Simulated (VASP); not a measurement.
## BN (zinc blende type): single point with HSE06

Crystal: BN (zinc blende type).

```
B N
1.0
     0.00000    1.81500    1.81500
     1.81500    0.00000    1.81500
     1.81500    1.81500    0.00000
B N
1 1
Cartesian
  0.0000 0.0000 0.0000
  0.9075 0.9075 0.9075
```

* Program: VASP 6.6.1
* Task: single point
* Functional: HSE06
* Potentials or basis: VASP PAW PBE potentials, release 64 (B, N)
* Cutoff: 520 eV
* k mesh: 6 × 6 × 6
* Occupations: fermi-dirac, width 0.02 eV
* Spin: no spin polarisation

```
Pressure               : -10.3 GPa
Band gap on the k mesh : 5.76 eV (least direct gap 10.49 eV)
```

Levels at points of the mesh, in eV from the valence-band top:
```csv
k point,band 1,band 2,band 3,band 4,band 5,band 6,band 7,band 8
"(0.00, 0.00, 0.00)",-21.96,0.00,0.00,0.00,10.49,10.49,10.49,11.92
"(0.50, 0.00, 0.00)",-17.50,-11.51,-2.08,-2.08,11.67,12.44,12.44,17.24
"(0.50, 0.50, 0.00)",-16.03,-9.68,-5.25,-5.25,5.76,10.66,20.25,20.25
```

It took 2.9 min on 1 thread of Intel(R) Xeon(R) Platinum 8259CL CPU @ 2.50GHz (Skylake/Cascade Lake), on a shared host, peak memory 0.21 GiB.

Caveat: the k points lie up to 0.50 Å⁻¹ apart; the PAW data sets were made with another functional, which shifts forces and pressure a little. A k mesh can miss the band edges.
